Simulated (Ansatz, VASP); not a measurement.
**Bi3O: VASP beside Ansatz**

Contents of INCAR:

```
SYSTEM = Bi3O
PREC     = Accurate       ! precision mode
ENCUT    = 520            ! plane-wave cutoff, eV
EDIFF    = 1E-6           ! SCF threshold, eV
ISMEAR   = 0              ! smearing method
SIGMA    = 0.1            ! smearing width, eV
LREAL    = .FALSE.        ! projectors in reciprocal space
LASPH    = .TRUE.         ! aspherical terms in the spheres
NELM     = 80             ! most SCF steps
ALGO     = Normal         ! electronic algorithm
ISIF     = 2              ! what is computed and relaxed
LWAVE    = .FALSE.        ! write WAVECAR
LCHARG   = .FALSE.        ! write CHGCAR
GGA      = PE             ! functional
NBANDS   = 34             ! bands
```

Contents of KPOINTS:

```
regular mesh
0
G
  6 6 2
  0 0 0
```

The input POSCAR:

```
Bi3O
1.0
    3.1497946000      0.0000000000      0.0000000000
    0.0000000000      3.1497946000      0.0000000000
    0.0000000000      0.0000000000     10.3678407100
Bi O
3 1
Direct
    0.5000000000      0.5000000000      0.7342755200
    0.0000000000      0.0000000000      0.5000000000
    0.5000000000      0.5000000000      0.2657244800
    0.0000000000      0.0000000000      0.0000000000
```

Input for Ansatz:

```yaml
crystal:
  lattice:
    - [3.1497946, 0.0, 0.0]
    - [0.0, 3.1497946, 0.0]
    - [0.0, 0.0, 10.36784071]
  atoms:
    - { symbol: Bi, position: [0.5, 0.5, 0.73427552] }
    - { symbol: Bi, position: [0.0, 0.0, 0.5] }
    - { symbol: Bi, position: [0.5, 0.5, 0.26572448] }
    - { symbol: O, position: [0.0, 0.0, 0.0] }
basis:
  ecutwfc: 420
kpoints:
  mp_grid: { grid: [6, 6, 2] }
hamiltonian:
  xc: pbe
scf:
  occupations: { method: gaussian, width: 0.1 }
  lower_state_search: "off"
output:
  forces: true
  stress: true
  eigenvalues: true
```

Change from the starting cell: species swapped into the TlIn3 type (P4/mmm, No. 123).

Alike in both runs: task single point; functional PBE; k mesh 6 × 6 × 2; occupations gaussian, width 0.1 eV; no spin polarisation.

|  | VASP | Ansatz |
| --- | --- | --- |
| version | VASP 6.6.1 | Ansatz 0.2.0 |
| potentials or method | VASP PAW PBE potentials, release 64 (Bi_d, O), cutoff 520 eV | scalar-relativistic, plane waves, PAW |
| valence electrons in the cell | 51 | 51 |

Ansatz gave:

* gap on the k mesh at the Fermi level (eV): none
* pressure (GPa): 8.5
* traceless stress, the component that is largest in VASP (GPa): -6.53
* rms of the force components (eV/Å): 1.028

**Question.** Which values does VASP return?

**Answer.** gap on the k mesh at the Fermi level (eV): none; pressure (GPa): 8.4; traceless stress, the component that is largest in VASP (GPa): -6.51; rms of the force components (eV/Å): 1.030.

Atom by atom the forces differ by 0.002 eV/Å (rms over components). A gap of «none» marks a metal or a gap that the smearing closes. The functional is the same, so the differences come from potentials, cutoffs and numerics.

Neither program's run includes spin-orbit coupling.
